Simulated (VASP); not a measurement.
# Co (Pm-3m) in VASP: notebook

Co is run at these levels: revPBE; tasks: single point.

All numbers are computed with VASP 6.6.1; they aren't measurements. Logs are shortened: lines on timing, memory, paths and dates and some standing lists are left out, and cuts for length are marked.

## 1. The cell of the first run

It takes space group Pm-3m (No. 221, cubic). Conventional cell: a = 2.204 Å, b = 2.204 Å, c = 2.204 Å, α = 90.00°, β = 90.00°, γ = 90.00°. Co (site symmetry m-3m) has 6 Co at 2.20 Å within 2.9 Å.

## 2. Single point, revPBE (volume scaled by 0.88)

The input, INCAR:

```
PREC     = Accurate       # precision mode
ENCUT    = 520            # plane-wave cutoff, eV
EDIFF    = 1E-7           # SCF threshold, eV
ISMEAR   = -1             # smearing method
SIGMA    = 0.1            # smearing width, eV
LREAL    = False          # projectors in reciprocal space
LASPH    = True           # aspherical terms in the spheres
NELM     = 60             # most SCF steps
ALGO     = Normal         # electronic algorithm
ISIF     = 2              # what is computed and relaxed
LWAVE    = False          # write WAVECAR
LCHARG   = False          # write CHGCAR
GGA      = RE             # functional
NBANDS   = 10             # bands
```

The input, KPOINTS:

```
Automatic mesh
0
Gamma
  15 15 15
```

The input, POSCAR:

```
Co
1.0
    2.2039338055      0.0000000000      0.0000000000
    0.0000000000      2.2039338055      0.0000000000
    0.0000000000      0.0000000000      2.2039338055
Co
1
Direct
    0.0000000000      0.0000000000      0.0000000000
```

Potentials or basis: VASP PAW PBE potentials, release 64 (Co).

The run is started by

```bash
$ cat potpaw_PBE.64/Co/POTCAR > POTCAR
$ mpirun -np 1 vasp_std > vasp.out
```

OUTCAR:

```text
PREC = Accurate
   ENCUT = 520
   EDIFF = 1E-7
   ISMEAR = -1
   LREAL = False
   LASPH = True
   NELM = 60
   ISIF = 2
   GGA = RE

 ion  position               nearest neighbor table
   1  0.000  0.000  0.000-

  LATTYP: Found a simple cubic cell.
 ALAT       =     2.2039338055

  Lattice vectors:

 A1 = (   2.2039338055,   0.0000000000,   0.0000000000)
 A2 = (   0.0000000000,   2.2039338055,   0.0000000000)
 A3 = (   0.0000000000,   0.0000000000,   2.2039338055)

Analysis of symmetry for initial positions (statically):
=====================================================================
 Subroutine PRICEL returns:
 Original cell was already a primitive cell.

 Routine SETGRP: Setting up the symmetry group for a
 simple cubic supercell.

 Subroutine GETGRP returns: Found 48 space group operations
 (whereof 48 operations were pure point group operations)
 out of a pool of 48 trial point group operations.

The static configuration has the point symmetry O_h .

Analysis of symmetry for dynamics (positions and initial velocities):
=====================================================================
 Subroutine PRICEL returns:
 Original cell was already a primitive cell.

 Routine SETGRP: Setting up the symmetry group for a
 simple cubic supercell.

 Subroutine GETGRP returns: Found 48 space group operations
 (whereof 48 operations were pure point group operations)
 out of a pool of 48 trial point group operations.

The dynamic configuration has the point symmetry O_h .

 Subroutine INISYM returns: Found 48 space group operations
 (whereof 48 operations are pure point group operations),
 and found     1 'primitive' translations

----------------------------------------------------------------------------------------

                                     Primitive cell

  volume of cell :      10.7052

  direct lattice vectors                    reciprocal lattice vectors
     2.203933806  0.000000000  0.000000000     0.453734136  0.000000000  0.000000000
     0.000000000  2.203933806  0.000000000     0.000000000  0.453734136  0.000000000
     0.000000000  0.000000000  2.203933806     0.000000000  0.000000000  0.453734136

  length of vectors
     2.203933806  2.203933806  2.203933806     0.453734136  0.453734136  0.453734136

  position of ions in fractional coordinates (direct lattice)
     0.000000000  0.000000000  0.000000000
[... 72 lines left out ...]
   LSORBIT =      F    spin-orbit coupling
   LASPH  =      T    aspherical Exc in radial PAW
   ENCUT  =  520.0 eV  38.22 Ry    6.18 a.u.   4.10  4.10  4.10*2*pi/ulx,y,z
   NELM   =     60;   NELMIN=  2; NELMDL= -5     # of ELM steps
   EDIFF  = 0.1E-06   stopping-criterion for ELM
   LREAL  =      F    real-space projection
   EDIFFG = 0.1E-05   stopping-criterion for IOM
   NSW    =      0    number of steps for IOM
   IBRION =     -1    ionic relax: 0-MD 1-quasi-New 2-CG
   NFREE  =      0    steps in history (QN), initial steepest desc. (CG)
   ISIF   =      2    stress and relaxation
   ISYM   =      2    0-nonsym 1-usesym 2-fastsym
   POTIM  = 0.5000    time-step for ionic-motion
   TEBEG  =    0.0;   TEEND  =   0.0 temperature during run
   PSTRESS=    0.0 pullay stress
   NELECT =       9.0000    total number of electrons
   NUPDOWN=      -1.0000    fix difference up-down
   EMIN   =  10.00;   EMAX   =-10.00  energy-range for DOS
   EFERMI =   0.00;   METHOD = LEGACY
   ISMEAR =    -1;   SIGMA  =   0.10  broadening in eV -4-tet -1-fermi 0-gaus
   EFERMI_NEDOS =   21; number of points for ismear=-14 and -15
   IALGO  =     38    algorithm
   IMIX   =      4    mixing-type and parameters
     AMIX     =   0.40;   BMIX     =  1.00
     AMIX_MAG =   1.60;   BMIX_MAG =  1.00
  volume/ion in A,a.u.               =      10.71        72.24
  Fermi-wavevector in a.u.,A,eV,Ry     =   1.545102  2.919819 32.481730  2.387340
  Thomas-Fermi vector in A             =   2.650528
   LORBIT       =      0    0 simple, 1 ext, 2 COOP (PROOUT), +10 PAW based schemes
   GGA     = RE    functional components
   LHFCALC =     F    Hartree Fock is set to
   AEXX    =    0.0000 exact exchange contribution
   IVDW    =     0    specifies the selected vdW correction
   LEPSILON=     F    determine dielectric tensor
   LRPA    =     F    only Hartree local field effects (RPA)
 non-spin polarized calculation
  energy-cutoff  :      520.00
  volume of cell :       10.71
 maximum number of plane-waves:       298
   NGX =  9   NGY =  9   NGZ =  9

 number of electron       9.0000017 magnetization

 Free energy of the ion-electron system (eV)
  ---------------------------------------------------
  ext. energy  EPLUGINS =         0.00000000
  ---------------------------------------------------
  free energy    TOTEN  =        -5.52196878 eV

  energy without entropy =       -5.43952467  energy(sigma->0) =       -5.48074672

 E-fermi :  10.6221     XC(G=0): -13.3068

 val. band max:       10.6180357609   @ k =   0.2000   0.0667   0.0000
 cond. band min:      10.6251958165   @ k =   0.1333   0.1333   0.0667
 fundamental gap:      0.0071600556
 Fermi energy:        10.6220950730

 k-point     1 :       0.0000    0.0000    0.0000
  band No.  band energies     occupation
      1       1.7238      2.00000
      2       6.4717      2.00000
      3       6.4717      2.00000
      4      11.1850      0.00716
      5      11.1850      0.00716
      6      11.1850      0.00716
      7      32.2774      0.00000
      8      32.2774      0.00000
      9      32.2774      0.00000
     10      36.6093      0.00000
[... 287 lines left out ...]
 k-point    24 :       0.3333    0.2000    0.0000
  band No.  band energies     occupation
      1       5.6790      2.00000
      2       7.3153      2.00000
      3       8.3723      2.00000
      4      10.0859      1.99066
      5      10.3646      1.85841
      6      10.7767      0.35137
      7      20.2691      0.00000
      8      28.2232      0.00000
      9      37.3698      0.00000
     10      38.5980      0.00000

 [... further k-points ...]
[... 5 lines left out ...]
  --------------------------------------------------------------------------------------
  -------------------------------------------------------------------------------------
  Total        1.8631794      1.8631794      1.8631794      0.0000000      0.0000000     -0.0000000
  in kB      278.8493387    278.8493387    278.8493387      0.0000000      0.0000000     -0.0000000
  external PRESSURE =     278.8493387 kB  Pullay stress =       0.0000000 kB

 VOLUME and BASIS-vectors are now :
 -----------------------------------------------------------------------------
  energy-cutoff  :      520.00
  volume of cell :       10.71
      direct lattice vectors                 reciprocal lattice vectors
     2.203933806  0.000000000  0.000000000     0.453734136  0.000000000  0.000000000
     0.000000000  2.203933806  0.000000000     0.000000000  0.453734136  0.000000000
     0.000000000  0.000000000  2.203933806     0.000000000  0.000000000  0.453734136

 POSITION                                       TOTAL-FORCE (eV/Angst)
 -----------------------------------------------------------------------------------
      0.00000      0.00000      0.00000         0.000000      0.000000      0.000000
 -----------------------------------------------------------------------------------
    total drift:                               -0.000000      0.000000      0.000000

  FREE ENERGIE OF THE ION-ELECTRON SYSTEM (eV)
  ---------------------------------------------------
  free  energy   TOTEN  =        -5.5219687778 eV

  energy  without entropy=       -5.4395246713  energy(sigma->0) =       -5.48074672
```

OSZICAR:

```text
N       E                     dE             d eps       ncg     rms          rms(c)
DAV:   1     0.246873540432E+02    0.24687E+02   -0.41233E+03  2432   0.107E+03
DAV:   2    -0.556135634070E+01   -0.30249E+02   -0.29085E+02  2436   0.154E+02
DAV:   3    -0.627752019943E+01   -0.71616E+00   -0.70993E+00  2738   0.299E+01
DAV:   4    -0.628655551448E+01   -0.90353E-02   -0.90315E-02  2874   0.300E+00
DAV:   5    -0.628679642346E+01   -0.24091E-03   -0.24090E-03  2850   0.437E-01    0.913E+00
DAV:   6    -0.565723452539E+01    0.62956E+00   -0.81811E+00  2626   0.425E+01    0.305E+00
DAV:   7    -0.553672413590E+01    0.12051E+00   -0.89715E-01  2638   0.140E+01    0.169E+00
DAV:   8    -0.552282805389E+01    0.13896E-01   -0.17442E-02  3498   0.124E+00    0.399E-01
DAV:   9    -0.552197783141E+01    0.85022E-03   -0.97023E-04  3422   0.225E-01    0.699E-02
DAV:  10    -0.552197350729E+01    0.43241E-05   -0.90042E-06  2722   0.380E-02    0.165E-02
DAV:  11    -0.552196856970E+01    0.49376E-05   -0.46527E-07  2716   0.717E-03    0.221E-03
DAV:  12    -0.552196869914E+01   -0.12943E-06   -0.12893E-08  1528   0.917E-04    0.618E-04
DAV:  13    -0.552196877777E+01   -0.78639E-07   -0.18061E-09  1290   0.349E-04
   1 F= -.55219688E+01 E0= -.54807467E+01  d E =-.824441E-01
```

stdout:

```text
POSCAR found type information on POSCAR Co
 POSCAR found :  1 types and       1 ions
 scaLAPACK will be used
 -----------------------------------------------------------------------------
|                                                                             |
|                                                                             |
|     You enforced a specific xc type in the INCAR file but a different       |
|     I HOPE YOU KNOW WHAT YOU ARE DOING!                                     |
|                                                                             |
 -----------------------------------------------------------------------------

 LDA part: xc-table for (Slater+PW92), standard interpolation
 POSCAR, INCAR and KPOINTS ok, starting setup
 FFT: planning ... GRIDC
 FFT: planning ... GRID_SOFT
 FFT: planning ... GRID
 WAVECAR not read
 entering main loop
```

It took 3.5 s on 1 thread of Intel Xeon 6975P-C (Granite Rapids), shared host; peak memory 0.12 GiB.

Results:

* Free energy: -5.5220 eV
* Pressure: 27.9 GPa

Caveat: the PAW data sets were made with another functional, which shifts forces and pressure a little; the run has no spin polarisation, though such a crystal can be magnetic.

## 3. Single point, revPBE (volume scaled by 0.92)

The input, INCAR:

```
SYSTEM = Co
  PREC = Accurate
  ENCUT = 520
  EDIFF = 1E-6
  ISMEAR = -1
  SIGMA = 0.1
  LREAL = .FALSE.
  LASPH = .TRUE.
  NELM = 80
  ALGO = Normal
  ISIF = 2
  LWAVE = .FALSE.
  LCHARG = .TRUE.
  GGA = RE
  LELF = .TRUE.
  LVHAR = .TRUE.
  NBANDS = 10
```

The input, KPOINTS:

```
regular mesh
0
G
  15 15 15
  0 0 0
```

The input, POSCAR:

```
Co
1.0
    2.2368331903      0.0000000000      0.0000000000
    0.0000000000      2.2368331903      0.0000000000
    0.0000000000      0.0000000000      2.2368331903
Co
1
Direct
    0.0000000000      0.0000000000      0.0000000000
```

Potentials or basis: VASP PAW PBE potentials, release 64 (Co).

The run is started by

```bash
$ cat potpaw_PBE.64/Co/POTCAR > POTCAR
$ mpirun -np 1 vasp_std > vasp.out
```

Wall time 5.7 s (1 thread of Intel Xeon 6975P-C (Granite Rapids), shared host); peak memory 0.12 GiB.

The run converged. Its results:

| Property | Result |
| --- | --- |
| Free energy | -5.5881 eV |
| Pressure | 16.1 GPa |

Levels at points of the mesh, in eV from the Fermi level:
```csv
k point,band 3,band 4,band 5,band 6,band 7,band 8
"(0.00, 0.00, 0.00)",-3.90,0.53,0.53,0.53,21.09,21.09
```

Caveat: the PAW data sets were made with another functional, which shifts forces and pressure a little; the run has no spin polarisation, though such a crystal can be magnetic. Spin polarisation is off, so any magnetic state and its effect on volume and gap are missing.

## 4. Single point, revPBE (volume scaled by 0.96)

The input, INCAR:

```
SYSTEM = Co
PREC = Accurate
ENCUT = 520
EDIFF = 1E-6
ISMEAR = -1
SIGMA = 0.1
LREAL = .FALSE.
LASPH = .TRUE.
NELM = 60
ALGO = Normal
ISIF = 2
LWAVE = .FALSE.
LCHARG = .FALSE.
GGA = RE
NBANDS = 10
```

The input, KPOINTS:

```
Automatic mesh
0
G
  15 15 15
  0 0 0
```

The input, POSCAR:

```
Co
1.0
    2.2687922680      0.0000000000      0.0000000000
    0.0000000000      2.2687922680      0.0000000000
    0.0000000000      0.0000000000      2.2687922680
Co
1
Direct
    0.0000000000      0.0000000000      0.0000000000
```

Potentials or basis: VASP PAW PBE potentials, release 64 (Co).

The run is started by

```bash
$ cat potpaw_PBE.64/Co/POTCAR > POTCAR
$ mpirun -np 1 vasp_std > vasp.out
```

OUTCAR:

```text
SYSTEM = Co
   PREC = Accurate
   ENCUT = 520
   EDIFF = 1E-6
   ISMEAR = -1
   LREAL = .FALSE.
   LASPH = .TRUE.
   NELM = 60
   ISIF = 2
   GGA = RE

 ion  position               nearest neighbor table
   1  0.000  0.000  0.000-

  LATTYP: Found a simple cubic cell.
 ALAT       =     2.2687922680

  Lattice vectors:

 A1 = (   2.2687922680,   0.0000000000,   0.0000000000)
 A2 = (   0.0000000000,   2.2687922680,   0.0000000000)
 A3 = (   0.0000000000,   0.0000000000,   2.2687922680)

Analysis of symmetry for initial positions (statically):
=====================================================================
 Subroutine PRICEL returns:
 Original cell was already a primitive cell.

 Routine SETGRP: Setting up the symmetry group for a
 simple cubic supercell.

 Subroutine GETGRP returns: Found 48 space group operations
 (whereof 48 operations were pure point group operations)
 out of a pool of 48 trial point group operations.

The static configuration has the point symmetry O_h .

Analysis of symmetry for dynamics (positions and initial velocities):
=====================================================================
 Subroutine PRICEL returns:
 Original cell was already a primitive cell.

 Routine SETGRP: Setting up the symmetry group for a
 simple cubic supercell.

 Subroutine GETGRP returns: Found 48 space group operations
 (whereof 48 operations were pure point group operations)
 out of a pool of 48 trial point group operations.

The dynamic configuration has the point symmetry O_h .

 Subroutine INISYM returns: Found 48 space group operations
 (whereof 48 operations are pure point group operations),
 and found     1 'primitive' translations

----------------------------------------------------------------------------------------

                                     Primitive cell

[... 104 lines left out ...]
   EFERMI_NEDOS =   21; number of points for ismear=-14 and -15
   IALGO  =     38    algorithm
   IMIX   =      4    mixing-type and parameters
     AMIX     =   0.40;   BMIX     =  1.00
     AMIX_MAG =   1.60;   BMIX_MAG =  1.00
  volume/ion in A,a.u.               =      11.68        78.81
  Fermi-wavevector in a.u.,A,eV,Ry     =   1.500932  2.836350 30.651151  2.252796
  Thomas-Fermi vector in A             =   2.612368
   LORBIT       =      0    0 simple, 1 ext, 2 COOP (PROOUT), +10 PAW based schemes
   GGA     = RE    functional components
   LHFCALC =     F    Hartree Fock is set to
   AEXX    =    0.0000 exact exchange contribution
   IVDW    =     0    specifies the selected vdW correction
   LEPSILON=     F    determine dielectric tensor
   LRPA    =     F    only Hartree local field effects (RPA)
 non-spin polarized calculation
  energy-cutoff  :      520.00
  volume of cell :       11.68
 maximum number of plane-waves:       321
 NGX is ok and might be reduce to    18
   NGX =  9   NGY =  9   NGZ =  9

 number of electron       8.9999996 magnetization

 Free energy of the ion-electron system (eV)
  ---------------------------------------------------
  ext. energy  EPLUGINS =         0.00000000
  ---------------------------------------------------
  free energy    TOTEN  =        -5.62240785 eV

  energy without entropy =       -5.52945107  energy(sigma->0) =       -5.57592946

 E-fermi :   9.3270     XC(G=0): -12.8000

 val. band max:        9.3255780193   @ k =   0.2000   0.0667   0.0000
 cond. band min:       9.3314381332   @ k =   0.1333   0.1333   0.0667
 fundamental gap:      0.0058601138
 Fermi energy:         9.3270284095

 k-point     1 :       0.0000    0.0000    0.0000
  band No.  band energies     occupation
      1       1.0019      2.00000
      2       5.6529      2.00000
      3       5.6529      2.00000
      4       9.8194      0.01444
      5       9.8194      0.01444
      6       9.8194      0.01444
      7      29.8808      0.00000
      8      29.8808      0.00000
      9      29.8808      0.00000
     10      33.9371      0.00000
[... 287 lines left out ...]
 k-point    24 :       0.3333    0.2000    0.0000
  band No.  band energies     occupation
      1       4.7899      2.00000
      2       6.3994      2.00000
      3       7.3264      2.00000
      4       8.8594      1.98154
      5       9.0946      1.82180
      6       9.4628      0.40911
      7      18.3332      0.00000
      8      25.9634      0.00000
      9      34.7462      0.00000
     10      35.7996      0.00000

 [... further k-points ...]
[... 5 lines left out ...]
  --------------------------------------------------------------------------------------
  -------------------------------------------------------------------------------------
  Total        0.4975144      0.4975144      0.4975144     -0.0000000      0.0000000      0.0000000
  in kB       68.2546149     68.2546149     68.2546149     -0.0000000      0.0000000      0.0000000
  external PRESSURE =      68.2546149 kB  Pullay stress =       0.0000000 kB

 VOLUME and BASIS-vectors are now :
 -----------------------------------------------------------------------------
  energy-cutoff  :      520.00
  volume of cell :       11.68
      direct lattice vectors                 reciprocal lattice vectors
     2.268792268  0.000000000  0.000000000     0.440763138  0.000000000  0.000000000
     0.000000000  2.268792268  0.000000000     0.000000000  0.440763138  0.000000000
     0.000000000  0.000000000  2.268792268     0.000000000  0.000000000  0.440763138

 POSITION                                       TOTAL-FORCE (eV/Angst)
 -----------------------------------------------------------------------------------
      0.00000      0.00000      0.00000         0.000000      0.000000      0.000000
 -----------------------------------------------------------------------------------
    total drift:                               -0.000000      0.000000      0.000000

  FREE ENERGIE OF THE ION-ELECTRON SYSTEM (eV)
  ---------------------------------------------------
  free  energy   TOTEN  =        -5.6224078484 eV

  energy  without entropy=       -5.5294510715  energy(sigma->0) =       -5.57592946
```

Wall time 5.9 s (1 thread of Intel Xeon 6975P-C (Granite Rapids), shared host); peak memory 0.13 GiB.

What came out:

* Free energy: -5.6224 eV
* Pressure: 6.8 GPa

Levels at points of the mesh, in eV from the Fermi level:
```
           k point  band 1  band 2  band 3  band 4  band 5  band 6  band 7  band 8  band 9  band 10
(0.00, 0.00, 0.00)   -8.33   -3.67   -3.67    0.49    0.49    0.49   20.55   20.55   20.55    24.61
```

Caveat: the PAW data sets were made with another functional, which shifts forces and pressure a little; the run has no spin polarisation, though such a crystal can be magnetic.

## 5. Summary

| cell | gap on the mesh (eV) | pressure (GPa) |
| --- | --- | --- |
| a = 2.204 Å, 1 atom | none | 27.9 |
| a = 2.237 Å, 1 atom | none | 16.1 |
| a = 2.269 Å, 1 atom | none | 6.8 |

Alike in all rows: task single point; level revPBE; potentials or basis VASP PAW PBE potentials, release 64 (Co); no spin polarisation; k mesh 15 × 15 × 15; cutoff (eV) 520; smearing fermi-dirac 0.1 eV.

Caveats: the PAW data sets were made with another functional, which shifts forces and pressure a little; the run has no spin polarisation, though such a crystal can be magnetic.

Absolute energies hang on the potentials; compare differences alone.
